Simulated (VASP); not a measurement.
# Au (P6_3/mmc) in VASP: a series of runs

Au is run at these levels: r2SCAN; tasks: single point.

All numbers are computed with VASP 6.6.1; they aren't measurements. Logs are shortened: lines on timing, memory, paths and dates and some standing lists are left out, and cuts for length are marked.

## Step 1: The cell of the first run

The structure is hexagonal, space group P6_3/mmc (No. 194). The conventional cell has a = 2.943 Å, b = 2.943 Å, c = 5.026 Å, α = 90.00°, β = 90.00°, γ = 120.00°. Au (site symmetry -6m2) has 12 Au at 2.94 to 3.03 Å within 3.9 Å.

## Step 2: Single point, r2SCAN (strain +0.015 along x and y, +0.030 along z)

POSCAR reads:

```
Au
1.0
    2.9434983866      0.0000000000      0.0000000000
   -1.4717491933      2.5491443788      0.0000000000
    0.0000000000      0.0000000000      5.0264000000
Au
2
Direct
    0.3333333333      0.6666666667      0.7500000000
    0.6666666667      0.3333333333      0.2500000000
```

INCAR.step1 reads:

```
SYSTEM = Au
ALGO     = Normal         ! electronic algorithm
EDIFF    = 1E-4           ! SCF threshold, eV
ENCUT    = 520            ! plane-wave cutoff, eV
GGA      = PE             ! functional
ISMEAR   = 0              ! smearing method
LASPH    = .True.         ! aspherical terms in the spheres
LCHARG   = .False.        ! write CHGCAR
LREAL    = .False.        ! projectors in reciprocal space
LWAVE    = .True.         ! write WAVECAR
NBANDS   = 18             ! bands
NELM     = 60             ! most SCF steps
PREC     = Accurate       ! precision mode
SIGMA    = 0.15           ! smearing width, eV
```

INCAR.step2 reads:

```
SYSTEM = Au
ALGO     = Normal         ! electronic algorithm
EDIFF    = 1E-6           ! SCF threshold, eV
ENCUT    = 520            ! plane-wave cutoff, eV
ISIF     = 2              ! what is computed and relaxed
ISMEAR   = 0              ! smearing method
ISTART   = 1            
LASPH    = .True.         ! aspherical terms in the spheres
LCHARG   = .True.         ! write CHGCAR
LELF     = .True.         ! ELF
LMIXTAU  = .True.       
LREAL    = .False.        ! projectors in reciprocal space
LVHAR    = .True.       
LWAVE    = .False.        ! write WAVECAR
METAGGA  = R2SCAN         ! meta-GGA
NBANDS   = 18             ! bands
NELM     = 60             ! most SCF steps
PREC     = Accurate       ! precision mode
SIGMA    = 0.15           ! smearing width, eV
```

KPOINTS reads:

```
k-points
0
Gamma
  18 18 10
  0 0 0
```

Potentials or basis: VASP PAW PBE potentials, release 64 (Au).

The run is started by

```
cat potpaw_PBE.64/Au/POTCAR > POTCAR
cp INCAR.step1 INCAR
mpirun -np 1 vasp_std > vasp.out
cp INCAR.step2 INCAR
mpirun -np 1 vasp_std > vasp.out
```

OUTCAR:

```text
SYSTEM = Au
   EDIFF = 1E-6
   ENCUT = 520
   ISIF = 2
   ISMEAR = 0
   ISTART = 1
   LASPH = .True.
   LREAL = .False.
   METAGGA = R2SCAN
   NELM = 60
   PREC = Accurate

 ion  position               nearest neighbor table
   1  0.333  0.667  0.750-   2 3.03   2 3.03   2 3.03   2 3.03   2 3.03   2 3.03
   2  0.667  0.333  0.250-   1 3.03   1 3.03   1 3.03   1 3.03   1 3.03   1 3.03

  LATTYP: Found a hexagonal cell.
 ALAT       =     2.9434983866
 C/A-ratio  =     1.7076279107

  Lattice vectors:

 A1 = (   2.9434983866,   0.0000000000,   0.0000000000)
 A2 = (  -1.4717491933,   2.5491443788,   0.0000000000)
 A3 = (   0.0000000000,   0.0000000000,   5.0264000000)

Analysis of symmetry for initial positions (statically):
=====================================================================
 Subroutine PRICEL returns:
 Original cell was already a primitive cell.

 Routine SETGRP: Setting up the symmetry group for a
 hexagonal supercell.

 Subroutine GETGRP returns: Found 24 space group operations
 (whereof 12 operations were pure point group operations)
 out of a pool of 24 trial point group operations.

The static configuration has the point symmetry D_3d.
 The point group associated with its full space group is D_6h.

Analysis of symmetry for dynamics (positions and initial velocities):
=====================================================================
 Subroutine PRICEL returns:
 Original cell was already a primitive cell.

 Routine SETGRP: Setting up the symmetry group for a
 hexagonal supercell.

 Subroutine GETGRP returns: Found 24 space group operations
 (whereof 12 operations were pure point group operations)
 out of a pool of 24 trial point group operations.

The dynamic configuration has the point symmetry D_3d.
 The point group associated with its full space group is D_6h.

 Subroutine INISYM returns: Found 24 space group operations
 (whereof 12 operations are pure point group operations),
 and found     1 'primitive' translations

----------------------------------------------------------------------------------------

                                     Primitive cell

  volume of cell :      37.7151

  direct lattice vectors                    reciprocal lattice vectors
     2.943498387  0.000000000  0.000000000     0.339731798  0.196144245  0.000000000
    -1.471749193  2.549144379  0.000000000     0.000000000  0.392288490  0.000000000
     0.000000000  0.000000000  5.026400000     0.000000000  0.000000000  0.198949546

  length of vectors
     2.943498387  2.943498387  5.026400000     0.392288490  0.392288490  0.198949546

  position of ions in fractional coordinates (direct lattice)
     0.333333333  0.666666667  0.750000000
     0.666666667  0.333333333  0.250000000

  ion indices of the primitive-cell ions
   primitive index   ion index
                 1           1
                 2           2

----------------------------------------------------------------------------------------

 KPOINTS: k-points

Automatic generation of k-mesh.
 Grid dimensions read from file:
 generate k-points for:   18   18   10

 Generating k-lattice:

  Cartesian coordinates                     Fractional coordinates (reciprocal lattice)
     0.018873989  0.010896903  0.000000000     0.055555556 -0.000000000  0.000000000
     0.000000000  0.021793805  0.000000000     0.000000000  0.055555556  0.000000000
     0.000000000  0.000000000  0.019894955     0.000000000  0.000000000  0.100000000

  Length of vectors
     0.021793805  0.021793805  0.019894955

  Shift w.r.t. Gamma in fractional coordinates (k-lattice)
     0.000000000  0.000000000  0.000000000

 Subroutine IBZKPT returns following result:
 ===========================================

 Found    222 irreducible k-points:

 Following reciprocal coordinates:
            Coordinates               Weight
  0.000000  0.000000  0.000000      1.000000
  0.055556  0.000000  0.000000      6.000000
  0.111111  0.000000  0.000000      6.000000
  0.166667  0.000000  0.000000      6.000000
  0.222222  0.000000  0.000000      6.000000
  0.277778  0.000000  0.000000      6.000000
[... 16 lines left out ...]
  0.333333  0.111111  0.000000     12.000000
  0.388889  0.111111  0.000000     12.000000
 [... further k-points ...]
   k-points           NKPTS =    222   k-points in BZ     NKDIM =    222   number of bands    NBANDS=     18
   number of dos      NEDOS =    301   number of ions     NIONS =      2
   total plane-waves  NPLWV =  23040
   dimension x,y,z NGX =    24 NGY =   24 NGZ =   40
   dimension x,y,z NGXF=    48 NGYF=   48 NGZF=   80
   ions per type =               2
   NGX,Y,Z   is equivalent  to a cutoff of  13.55, 13.55, 13.23 a.u.
   NGXF,Y,Z  is equivalent  to a cutoff of  27.11, 27.11, 26.46 a.u.
 SYSTEM =  Au
   PREC   = accura    normal or accurate (medium, high low for compatibility)
   ISTART =      1    job   : 0-new  1-cont  2-samecut
   ICHARG =      0    charge: 1-file 2-atom 10-const
   ISPIN  =      1    spin polarized calculation?
   LNONCOLLINEAR =      F non collinear calculations
   LSORBIT =      F    spin-orbit coupling
   LASPH  =      T    aspherical Exc in radial PAW
   ENCUT  =  520.0 eV  38.22 Ry    6.18 a.u.   5.47  5.47  9.35*2*pi/ulx,y,z
   NELM   =     60;   NELMIN=  2; NELMDL=  0     # of ELM steps
   EDIFF  = 0.1E-05   stopping-criterion for ELM
   LREAL  =      F    real-space projection
   EDIFFG = 0.1E-04   stopping-criterion for IOM
   NSW    =      0    number of steps for IOM
   IBRION =     -1    ionic relax: 0-MD 1-quasi-New 2-CG
   NFREE  =      0    steps in history (QN), initial steepest desc. (CG)
   ISIF   =      2    stress and relaxation
   ISYM   =      2    0-nonsym 1-usesym 2-fastsym
   POTIM  = 0.5000    time-step for ionic-motion
   TEBEG  =    0.0;   TEEND  =   0.0 temperature during run
   PSTRESS=    0.0 pullay stress
   NELECT =      22.0000    total number of electrons
   NUPDOWN=      -1.0000    fix difference up-down
   EMIN   =  10.00;   EMAX   =-10.00  energy-range for DOS
   EFERMI =   0.00;   METHOD = LEGACY
   ISMEAR =     0;   SIGMA  =   0.15  broadening in eV -4-tet -1-fermi 0-gaus
   EFERMI_NEDOS =   21; number of points for ismear=-14 and -15
   IALGO  =     38    algorithm
   IMIX   =      4    mixing-type and parameters
     AMIX     =   0.40;   BMIX     =  1.00
     AMIX_MAG =   1.60;   BMIX_MAG =  1.00
  volume/ion in A,a.u.               =      18.86       127.26
  Fermi-wavevector in a.u.,A,eV,Ry     =   1.367867  2.584894 25.457329  1.871061
  Thomas-Fermi vector in A             =   2.493882
   LORBIT       =      0    0 simple, 1 ext, 2 COOP (PROOUT), +10 PAW based schemes
   METAGGA = R2SCAN    functional components
   LHFCALC =     F    Hartree Fock is set to
   AEXX    =    0.0000 exact exchange contribution
   IVDW    =     0    specifies the selected vdW correction
   LEPSILON=     F    determine dielectric tensor
   LRPA    =     F    only Hartree local field effects (RPA)
 non-spin polarized calculation
 Gauss-broadening in eV      SIGMA  =   0.15
  energy-cutoff  :      520.00
  volume of cell :       37.72
 maximum number of plane-waves:      1051
 NGX is ok and might be reduce to    24
   NGX = 11   NGY = 11   NGZ = 19

 number of electron      21.9999998 magnetization

 Free energy of the ion-electron system (eV)
  ---------------------------------------------------
  ext. energy  EPLUGINS =         0.00000000
  ---------------------------------------------------
  free energy    TOTEN  =      -101.10851003 eV

  energy without entropy =     -101.10138681  energy(sigma->0) =     -101.10494842

 E-fermi :   7.7259     XC(G=0): -12.9130

 val. band max:        7.7217422134   @ k =   0.3889   0.1111   0.2000
 cond. band min:       7.7300406241   @ k =   0.3889   0.0000   0.4000
 fundamental gap:      0.0082984107
 Fermi energy:         7.7259416914

 k-point     1 :       0.0000    0.0000    0.0000
  band No.  band energies     occupation
      1      -1.2888      2.00000
      2       0.9030      2.00000
      3       3.0745      2.00000
      4       3.3935      2.00000
      5       3.3935      2.00000
      6       3.6379      2.00000
[... 10 lines left out ...]
     17      26.2282      0.00000
     18      26.2282      0.00000

 k-point     2 :       0.0556    0.0000    0.0000
  band No.  band energies     occupation
      1      -1.1938      2.00000
      2       0.9811      2.00000
      3       3.0640      2.00000
      4       3.4001      2.00000
      5       3.4528      2.00000
      6       3.6068      2.00000
[... 10 lines left out ...]
     17      25.6742      0.00000
     18      25.9859      0.00000

 k-point     3 :       0.1111    0.0000    0.0000
  band No.  band energies     occupation
      1      -0.9153      2.00000
      2       1.2004      2.00000
      3       3.0061      2.00000
      4       3.4312      2.00000
      5       3.5568      2.00000
      6       3.6269      2.00000
[... 10 lines left out ...]
     17      24.5582      0.00000
     18      26.2735      0.00000

 k-point     4 :       0.1667    0.0000    0.0000
  band No.  band energies     occupation
      1      -0.4742      2.00000
      2       1.5035      2.00000
      3       2.9201      2.00000
      4       3.3476      2.00000
      5       3.6404      2.00000
      6       3.7012      2.00000
[... 375 lines left out ...]
      4       3.1426      2.00000
      5       3.4288      2.00000
      6       3.4599      2.00000
[... 10 lines left out ...]
     17      21.8280      0.00000
     18      23.6845      0.00000

 k-point    23 :       0.3333    0.1111    0.0000
  band No.  band energies     occupation
      1       1.6097      2.00000
      2       1.7748      2.00000
      3       2.1716      2.00000
      4       3.3855      2.00000
      5       3.5002      2.00000
      6       3.7209      2.00000
[... 10 lines left out ...]
     17      20.6953      0.00000
     18      23.1829      0.00000

 k-point    24 :       0.3889    0.1111    0.0000
  band No.  band energies     occupation
      1       1.6578      2.00000
      2       1.7039      2.00000
      3       2.0338      2.00000
      4       3.3884      2.00000
      5       3.5984      2.00000
      6       3.7622      2.00000
[... 10 lines left out ...]
     17      19.7476      0.00000
     18      22.8877      0.00000

 [... further k-points ...]

------------------------ aborting loop because EDIFF is reached ----------------------------------------

  FORCE on cell =-STRESS in cart. coord.  units (eV):
  Direction    XX          YY          ZZ          XY          YZ          ZX
  --------------------------------------------------------------------------------------
  -------------------------------------------------------------------------------------
  Total       -1.9803950     -1.9803950     -1.9395012      0.0000000      0.0000000      0.0000000
  in kB      -84.1292704    -84.1292704    -82.3920569      0.0000000      0.0000000      0.0000000
  external PRESSURE =     -83.5501993 kB  Pullay stress =       0.0000000 kB

 VOLUME and BASIS-vectors are now :
 -----------------------------------------------------------------------------
  energy-cutoff  :      520.00
  volume of cell :       37.72
      direct lattice vectors                 reciprocal lattice vectors
     2.943498387  0.000000000  0.000000000     0.339731798  0.196144245  0.000000000
    -1.471749193  2.549144379  0.000000000     0.000000000  0.392288490  0.000000000
     0.000000000  0.000000000  5.026400000     0.000000000  0.000000000  0.198949546

 POSITION                                       TOTAL-FORCE (eV/Angst)
 -----------------------------------------------------------------------------------
     -0.00000      1.69943      3.76980         0.000000      0.000000      0.000000
      1.47175      0.84971      1.25660        -0.000000      0.000000      0.000000
 -----------------------------------------------------------------------------------
    total drift:                               -0.000000      0.000000     -0.000000

  FREE ENERGIE OF THE ION-ELECTRON SYSTEM (eV)
  ---------------------------------------------------
  free  energy   TOTEN  =      -101.1085100280 eV

  energy  without entropy=     -101.1013868143  energy(sigma->0) =     -101.10494842
```

Run time: 2.5 min. Hardware: 1 thread of Intel Xeon 6975P-C (Granite Rapids), shared host; peak memory 0.26 GiB.

Results:

| Quantity | Value |
| --- | --- |
| Free energy | -101.1085 eV |
| Pressure | -8.4 GPa |
| Band gap on the k mesh | zero (band 11 reaches 11.72 eV, above the bottom of band 12 at 5.04 eV) |

Levels at points of the mesh, in eV from the Fermi level:
| k point | band 9 | band 10 | band 11 | band 12 | band 13 | band 14 |
| --- | --- | --- | --- | --- | --- | --- |
| (0.00, 0.00, 0.00) | -3.40 | -2.29 | -2.29 | -0.58 | 2.07 | 15.55 |
| (0.50, 0.00, 0.00) | -1.95 | -1.81 | 0.50 | 1.50 | 5.67 | 6.85 |
| (0.00, 0.00, 0.50) | -2.69 | -2.69 | -2.69 | -2.69 | 10.08 | 10.08 |
| (0.50, 0.00, 0.50) | -1.87 | -1.87 | 0.86 | 0.86 | 3.64 | 3.64 |

Caveat: the cell differs from its parent crystal (strain +0.015 along x and y, +0.030 along z); the PAW data sets were made with another functional, which shifts forces and pressure a little; spin-orbit coupling is left out, which moves the levels of the heavy elements.

(Continued in part 2 of 2.)
